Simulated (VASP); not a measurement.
## B3N: single point with PBE

The system is B3N.

```
B N
1.0
     2.45467    0.00000   -0.00024
     0.00000    2.45471    0.00009
     0.00059   -0.00027    8.92902
B N
6 2
Direct
  0.50001 0.00000 0.35238
  0.50000 0.00000 0.85238
  0.00000 0.00000 0.00000
  0.00000 0.00000 0.50000
  0.00000 0.50000 0.14762
  0.00000 0.50000 0.64762
  0.50000 0.50000 0.25000
  0.50000 0.50000 0.75000
```

```json
{
 "Program": "VASP 6.6.1",
 "Task": "single point",
 "Functional": "PBE",
 "Potentials or basis": "VASP PAW PBE potentials, release 64 (B, N)",
 "Cutoff": "520 eV",
 "k mesh": "8 × 8 × 4",
 "Occupations": "gaussian, width 0.2 eV",
 "Spin": "no spin polarisation"
}
```

```
Pressure               : 0.2 GPa
Largest force          : 0.023 eV/Å
Band gap on the k mesh : zero (band 14 reaches 11.01 eV, above the bottom of band 15 at 3.54 eV)
```

Forces in eV/Å, atoms in the order of the input:
```
B    0.000  0.000  0.022
B    0.000  0.000  0.022
B    0.000  0.000  0.000
B    0.000  0.000  0.000
B    0.000  0.000 -0.023
B    0.000  0.000 -0.023
N    0.000  0.000  0.000
N    0.000  0.000  0.000
```

Levels at points of the mesh, in eV from the Fermi level:
```csv
k point,band 12,band 13,band 14,band 15,band 16,band 17
"(0.00, 0.00, 0.00)",-1.16,3.44,3.44,4.96,4.96,5.64
"(0.50, 0.00, 0.00)",-2.81,-2.80,-2.11,4.06,5.09,5.26
"(0.00, 0.50, 0.00)",-2.81,-2.80,-2.11,4.06,5.09,5.26
"(0.50, 0.50, 0.00)",-3.86,-3.86,-3.36,-3.36,-2.43,4.14
"(0.00, 0.00, 0.50)",-2.45,4.03,4.03,4.03,4.03,6.03
"(0.50, 0.00, 0.50)",-3.21,-2.81,-2.81,5.17,5.17,5.61
"(0.00, 0.50, 0.50)",-3.21,-2.81,-2.81,5.17,5.17,5.61
"(0.50, 0.50, 0.50)",-3.62,-3.62,-3.62,-3.12,-3.12,5.20
```

Run time: 49 s on 1 thread of Intel(R) Xeon(R) 6975P-C (Granite Rapids) (shared host), peak memory 0.21 GiB.
